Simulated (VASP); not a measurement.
# Si (Cm) in VASP: a series of runs

Si is run at these levels: LDA; tasks: single point.

Everything below comes from runs of VASP 6.6.1. Logs are shortened: lines on timing, memory, paths and dates and some standing lists are left out, and cuts for length are marked.

## Step 1: The cell of the first run

The structure is monoclinic, space group Cm (No. 8). Conventional cell: a = 5.217 Å, b = 9.036 Å, c = 4.942 Å, α = 90.00°, β = 90.00°, γ = 90.00°. Within 3.1 Å of Si (site symmetry m) lie 8 Si at 2.38 to 2.71 Å. Within 3.1 Å of Si (site symmetry m) lie 8 Si at 2.38 to 2.61 Å. Within 3.3 Å of Si (site symmetry m) lie 8 Si at 2.47 to 2.71 Å. Si (site symmetry m) has 8 Si at 2.47 to 2.61 Å within 3.3 Å. Si (site symmetry 1) has 8 Si at 2.47 to 2.66 Å within 3.3 Å. Within 3.3 Å of Si (site symmetry 1) lie 8 Si at 2.47 to 2.61 Å.

## Step 2: Single point, LDA (atom 1 (Si) moved +0.133 Å towards its neighbour atom 4 (Si) at 3.593 Å)

INCAR reads:

```
SYSTEM = Si
PREC     = Accurate       ! precision mode
ENCUT    = 520            ! plane-wave cutoff, eV
EDIFF    = 1E-6           ! SCF threshold, eV
ISMEAR   = 0              ! smearing method
SIGMA    = 0.15           ! smearing width, eV
LREAL    = .FALSE.        ! projectors in reciprocal space
LASPH    = .TRUE.         ! aspherical terms in the spheres
NELM     = 100            ! most SCF steps
ALGO     = Normal         ! electronic algorithm
ISIF     = 2              ! what is computed and relaxed
LWAVE    = .FALSE.        ! write WAVECAR
LCHARG   = .FALSE.        ! write CHGCAR
NBANDS   = 26             ! bands
```

KPOINTS reads:

```
Automatic mesh
0
G
  12 12 12
  0 0 0
```

POSCAR reads:

```
Si
1.0
    0.0000000000      0.0000000000      4.9415225221
    2.6084913959     -4.5180396286      0.0000000000
    2.6084913958      4.5180396287      0.0000000000
Si
8
Direct
   -0.0185505046      0.4814494954      0.0000000000
    0.5000000000      0.5000000000      0.0000000000
    0.0000000000      0.0000000000      0.0000000000
    0.5000000000      0.0000000000      0.0000000000
    0.0000000000      0.5000000000      0.5000000000
    0.5000000000      0.5000000000      0.5000000000
    0.0000000000      0.0000000000      0.5000000000
    0.5000000000      0.0000000000      0.5000000000
```

Potentials or basis: VASP PAW LDA potentials, release 64 (Si).

The run is started by

```sh
cat potpaw_LDA.64/Si/POTCAR > POTCAR
mpirun -np 1 vasp_std > vasp.out
```

OUTCAR:

```text
SYSTEM = Si
   PREC = Accurate
   ENCUT = 520
   EDIFF = 1E-6
   ISMEAR = 0
   LREAL = .FALSE.
   LASPH = .TRUE.
   NELM = 100
   ISIF = 2

 ion  position               nearest neighbor table
   1  0.981  0.481  0.000-   2 2.38   3 2.51   5 2.56   7 2.56   2 2.56   5 2.66   7 2.66   3 2.71

   2  0.500  0.500  0.000-   1 2.38   1 2.56   4 2.61   4 2.61   6 2.61   6 2.61   8 2.61   8 2.61

   3  0.000  0.000  0.000-   4 2.47   4 2.47   1 2.51   7 2.61   7 2.61   5 2.61   5 2.61   1 2.71

   4  0.500  0.000  0.000-   3 2.47   3 2.47   2 2.61   2 2.61   8 2.61   8 2.61   6 2.61   6 2.61

   5  0.000  0.500  0.500-   6 2.47   6 2.47   1 2.56   7 2.61   7 2.61   3 2.61   3 2.61   1 2.66

   6  0.500  0.500  0.500-   5 2.47   5 2.47   8 2.61   8 2.61   2 2.61   2 2.61   4 2.61   4 2.61

   7  0.000  0.000  0.500-   8 2.47   8 2.47   1 2.56   5 2.61   5 2.61   3 2.61   3 2.61   1 2.66

   8  0.500  0.000  0.500-   7 2.47   7 2.47   6 2.61   6 2.61   4 2.61   4 2.61   2 2.61   2 2.61

  LATTYP: Found a hexagonal cell.
 ALAT       =     5.2169827916
 C/A-ratio  =     0.9471993141

  Lattice vectors:

 A1 = (   2.6084913959,  -4.5180396286,   0.0000000000)
 A2 = (   2.6084913958,   4.5180396287,   0.0000000000)
 A3 = (   0.0000000000,   0.0000000000,   4.9415225221)

Analysis of symmetry for initial positions (statically):
=====================================================================
 Subroutine PRICEL returns:
 Original cell was already a primitive cell.

 Routine SETGRP: Setting up the symmetry group for a
 hexagonal supercell.

 Subroutine GETGRP returns: Found  2 space group operations
 (whereof  2 operations were pure point group operations)
 out of a pool of 24 trial point group operations.

The static configuration has the point symmetry C_1h.

Analysis of symmetry for dynamics (positions and initial velocities):
=====================================================================
 Subroutine PRICEL returns:
 Original cell was already a primitive cell.

 Routine SETGRP: Setting up the symmetry group for a
 hexagonal supercell.

 Subroutine GETGRP returns: Found  2 space group operations
 (whereof  2 operations were pure point group operations)
 out of a pool of 24 trial point group operations.

The dynamic configuration has the point symmetry C_1h.

 Subroutine INISYM returns: Found  2 space group operations
 (whereof  2 operations are pure point group operations),
 and found     1 'primitive' translations

----------------------------------------------------------------------------------------

                                     Primitive cell

  volume of cell :     116.4743

  direct lattice vectors                    reciprocal lattice vectors
     0.000000000  0.000000000  4.941522522     0.000000000  0.000000000  0.202366780
     2.608491396 -4.518039629  0.000000000     0.191681675 -0.110667467  0.000000000
     2.608491396  4.518039629  0.000000000     0.191681675  0.110667467  0.000000000

  length of vectors
     4.941522522  5.216982792  5.216982792     0.202366780  0.221334933  0.221334933

  position of ions in fractional coordinates (direct lattice)
     0.981449495  0.481449495  1.000000000
     0.500000000  0.500000000  1.000000000
     0.000000000  0.000000000  0.000000000
     0.500000000  0.000000000  0.000000000
     0.000000000  0.500000000  0.500000000
     0.500000000  0.500000000  0.500000000
     0.000000000  0.000000000  0.500000000
     0.500000000  0.000000000  0.500000000

  ion indices of the primitive-cell ions
   primitive index   ion index
                 1           1
                 2           2
                 3           3
                 4           4
                 5           5
                 6           6
                 7           7
                 8           8

----------------------------------------------------------------------------------------

 KPOINTS: Automatic mesh

Automatic generation of k-mesh.
 Grid dimensions read from file:
 generate k-points for:   12   12   12

 Generating k-lattice:

  Cartesian coordinates                     Fractional coordinates (reciprocal lattice)
     0.000000000  0.000000000  0.016863898     0.083333333  0.000000000  0.000000000
     0.015973473 -0.009222289  0.000000000     0.000000000  0.083333333 -0.000000000
     0.015973473  0.009222289  0.000000000     0.000000000  0.000000000  0.083333333

  Length of vectors
     0.016863898  0.018444578  0.018444578

  Shift w.r.t. Gamma in fractional coordinates (k-lattice)
     0.000000000  0.000000000  0.000000000

 Subroutine IBZKPT returns following result:
 ===========================================

 Found    476 irreducible k-points:

 Following reciprocal coordinates:
            Coordinates               Weight
  0.000000  0.000000  0.000000      1.000000
  0.083333  0.000000  0.000000      2.000000
  0.166667  0.000000  0.000000      2.000000
  0.250000  0.000000  0.000000      2.000000
  0.333333  0.000000  0.000000      2.000000
  0.416667  0.000000  0.000000      2.000000
[... 16 lines left out ...]
  0.416667 -0.000000  0.083333      4.000000
  0.416667 -0.083333  0.083333      4.000000
 [... further k-points ...]
   k-points           NKPTS =    476   k-points in BZ     NKDIM =    476   number of bands    NBANDS=     26
   number of dos      NEDOS =    301   number of ions     NIONS =      8
   total plane-waves  NPLWV =  64000
   dimension x,y,z NGX =    40 NGY =   40 NGZ =   40
   dimension x,y,z NGXF=    80 NGYF=   80 NGZF=   80
   ions per type =               8
   NGX,Y,Z   is equivalent  to a cutoff of  13.46, 12.75, 12.75 a.u.
   NGXF,Y,Z  is equivalent  to a cutoff of  26.91, 25.49, 25.49 a.u.
 SYSTEM =  Si
   PREC   = accura    normal or accurate (medium, high low for compatibility)
   ISTART =      0    job   : 0-new  1-cont  2-samecut
   ICHARG =      2    charge: 1-file 2-atom 10-const
   ISPIN  =      1    spin polarized calculation?
   LNONCOLLINEAR =      F non collinear calculations
   LSORBIT =      F    spin-orbit coupling
   LASPH  =      T    aspherical Exc in radial PAW
   ENCUT  =  520.0 eV  38.22 Ry    6.18 a.u.   9.19  9.70  9.70*2*pi/ulx,y,z
   NELM   =    100;   NELMIN=  2; NELMDL= -5     # of ELM steps
   EDIFF  = 0.1E-05   stopping-criterion for ELM
   LREAL  =      F    real-space projection
   EDIFFG = 0.1E-04   stopping-criterion for IOM
   NSW    =      0    number of steps for IOM
   IBRION =     -1    ionic relax: 0-MD 1-quasi-New 2-CG
   NFREE  =      0    steps in history (QN), initial steepest desc. (CG)
   ISIF   =      2    stress and relaxation
   ISYM   =      2    0-nonsym 1-usesym 2-fastsym
   POTIM  = 0.5000    time-step for ionic-motion
   TEBEG  =    0.0;   TEEND  =   0.0 temperature during run
   PSTRESS=    0.0 pullay stress
   NELECT =      32.0000    total number of electrons
   NUPDOWN=      -1.0000    fix difference up-down
   EMIN   =  10.00;   EMAX   =-10.00  energy-range for DOS
   EFERMI =   0.00;   METHOD = LEGACY
   ISMEAR =     0;   SIGMA  =   0.15  broadening in eV -4-tet -1-fermi 0-gaus
   EFERMI_NEDOS =   21; number of points for ismear=-14 and -15
   IALGO  =     38    algorithm
   IMIX   =      4    mixing-type and parameters
     AMIX     =   0.40;   BMIX     =  1.00
     AMIX_MAG =   1.60;   BMIX_MAG =  1.00
  volume/ion in A,a.u.               =      14.56        98.25
  Fermi-wavevector in a.u.,A,eV,Ry     =   1.064261  2.011161 15.410654  1.132651
  Thomas-Fermi vector in A             =   2.199773
   LORBIT       =      0    0 simple, 1 ext, 2 COOP (PROOUT), +10 PAW based schemes
   GGA     = CA    functional components
   LHFCALC =     F    Hartree Fock is set to
   AEXX    =    0.0000 exact exchange contribution
   IVDW    =     0    specifies the selected vdW correction
   LEPSILON=     F    determine dielectric tensor
   LRPA    =     F    only Hartree local field effects (RPA)
 non-spin polarized calculation
 Gauss-broadening in eV      SIGMA  =   0.15
  energy-cutoff  :      520.00
  volume of cell :      116.47
 maximum number of plane-waves:      3187
 NGX is ok and might be reduce to    40
   NGX = 19   NGY = 19   NGZ = 19

 number of electron      32.0000001 magnetization

 Free energy of the ion-electron system (eV)
  ---------------------------------------------------
  ext. energy  EPLUGINS =         0.00000000
  ---------------------------------------------------
  free energy    TOTEN  =       -45.86400205 eV

  energy without entropy =      -45.82889460  energy(sigma->0) =      -45.84644832

 E-fermi :   9.7818     XC(G=0): -11.1774

 val. band max:        9.7813331903   @ k =   0.1667  -0.0833   0.2500
 cond. band min:       9.7820577445   @ k =   0.1667  -0.2500  -0.4167
 fundamental gap:      0.0007245542
 Fermi energy:         9.7817540722

 k-point     1 :       0.0000    0.0000    0.0000
  band No.  band energies     occupation
      1      -4.4139      2.00000
      2       0.4175      2.00000
      3       2.0689      2.00000
      4       2.1475      2.00000
      5       2.1481      2.00000
      6       2.5807      2.00000
[... 18 lines left out ...]
     25      16.3431      0.00000
     26      16.3593      0.00000

 k-point     2 :       0.0833    0.0000    0.0000
  band No.  band energies     occupation
      1      -4.3736      2.00000
      2       0.0858      2.00000
      3       2.1433      2.00000
      4       2.1876      2.00000
      5       2.1905      2.00000
      6       2.9162      2.00000
[... 18 lines left out ...]
     25      15.8281      0.00000
[... 608 lines left out ...]
     25      15.6037      0.00000
     26      15.8622      0.00000

 k-point    24 :       0.4167   -0.0833    0.0833
  band No.  band energies     occupation
      1      -3.3669      2.00000
      2      -2.4092      2.00000
      3       2.3472      2.00000
      4       2.8579      2.00000
      5       2.8919      2.00000
      6       3.2903      2.00000
[... 18 lines left out ...]
     25      15.6178      0.00000
     26      15.8621      0.00000

 [... further k-points ...]

------------------------ aborting loop because EDIFF is reached ----------------------------------------

  FORCE on cell =-STRESS in cart. coord.  units (eV):
  Direction    XX          YY          ZZ          XY          YZ          ZX
  --------------------------------------------------------------------------------------
  -------------------------------------------------------------------------------------
  Total        0.7771082      0.8231068     -0.7297655     -0.0398360      0.0043316     -0.0025008
  in kB       10.6896094     11.3223491    -10.0383816     -0.5479687      0.0595838     -0.0344007
  external PRESSURE =       3.9911923 kB  Pullay stress =       0.0000000 kB

 VOLUME and BASIS-vectors are now :
 -----------------------------------------------------------------------------
  energy-cutoff  :      520.00
  volume of cell :      116.47
      direct lattice vectors                 reciprocal lattice vectors
     0.000000000  0.000000000  4.941522522     0.000000000  0.000000000  0.202366780
     2.608491396 -4.518039629  0.000000000     0.191681675 -0.110667467  0.000000000
     2.608491396  4.518039629  0.000000000     0.191681675  0.110667467  0.000000000

 POSITION                                       TOTAL-FORCE (eV/Angst)
 -----------------------------------------------------------------------------------
      1.25586     -2.17521      4.84985         0.167371     -0.289896      0.617712
      1.30425     -2.25902      2.47076         0.040147     -0.069536     -0.483145
      0.00000      0.00000      0.00000        -0.138601      0.240064      0.008450
      0.00000      0.00000      2.47076        -0.030004      0.051968     -0.052642
      2.60849      0.00000      0.00000         0.138159      0.072749      0.006928
      2.60849      0.00000      2.47076        -0.014848      0.043377     -0.052115
      1.30425      2.25902      0.00000        -0.132082     -0.083274      0.006928
      1.30425      2.25902      2.47076        -0.030141      0.034548     -0.052115
 -----------------------------------------------------------------------------------
    total drift:                               -0.000001      0.000001     -0.000007

  FREE ENERGIE OF THE ION-ELECTRON SYSTEM (eV)
  ---------------------------------------------------
  free  energy   TOTEN  =       -45.8640020460 eV

  energy  without entropy=      -45.8288945980  energy(sigma->0) =      -45.84644832
```

It took 8 min on 1 thread of Intel Xeon 6975P-C (Granite Rapids), shared host; peak memory 0.9 GiB.

Results:

```
Free energy            : -45.8640 eV
Pressure               : 0.4 GPa
Largest force          : 0.703 eV/Å
Band gap on the k mesh : zero (bands 16 and 17 overlap by 3.45 eV)
```

Forces in eV/Å, atoms in the order of the input:
```
Si   0.167 -0.290  0.618
Si   0.040 -0.070 -0.483
Si  -0.139  0.240  0.008
Si  -0.030  0.052 -0.053
Si   0.138  0.073  0.007
Si  -0.015  0.043 -0.052
Si  -0.132 -0.083  0.007
Si  -0.030  0.035 -0.052
```

Caveat: the cell differs from its parent crystal (atom 1 (Si) moved +0.133 Å towards its neighbour atom 4 (Si) at 3.593 Å).

(Continued in part 2 of 2.)
